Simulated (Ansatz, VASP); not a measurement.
**GaN: VASP beside Ansatz**

```xyz
2
Lattice="0.0000 2.1972 2.1408 2.1972 0.0000 2.1408 2.1972 2.1972 0.0000" Properties=species:S:1:pos:R:3 pbc="T T T"
Ga    0.0000    0.0000    0.0000
N     3.2957    3.2957    3.2112
```

Change from the starting cell: strain -0.025 along x and y, -0.050 along z, atoms carried along.

Alike in both runs: task single point; functional PBE; k mesh 10 × 10 × 10; occupations gaussian, width 0.05 eV; no spin polarisation.

```csv
,VASP,Ansatz
version,VASP 6.6.1,Ansatz 0.2.0
potentials or method,"VASP PAW PBE potentials, release 64 (Ga_d, N), cutoff 520 eV","scalar-relativistic, plane waves, PAW"
valence electrons in the cell,18,18
```

Ansatz gave:

| Item | Value |
| --- | --- |
| gap on the k mesh at the Fermi level (eV) | 2.29 |
| least direct gap on the mesh (eV) | 2.29 |
| pressure (GPa) | 29.5 |
| traceless stress, the component that is largest in VASP (GPa) | 1.67 |

Which values does VASP return?

gap on the k mesh at the Fermi level (eV): 2.30; least direct gap on the mesh (eV): 2.30; pressure (GPa): 29.3; traceless stress, the component that is largest in VASP (GPa): 1.69.

Both programs put the cell under a high pressure, so it lies far from rest at this level.
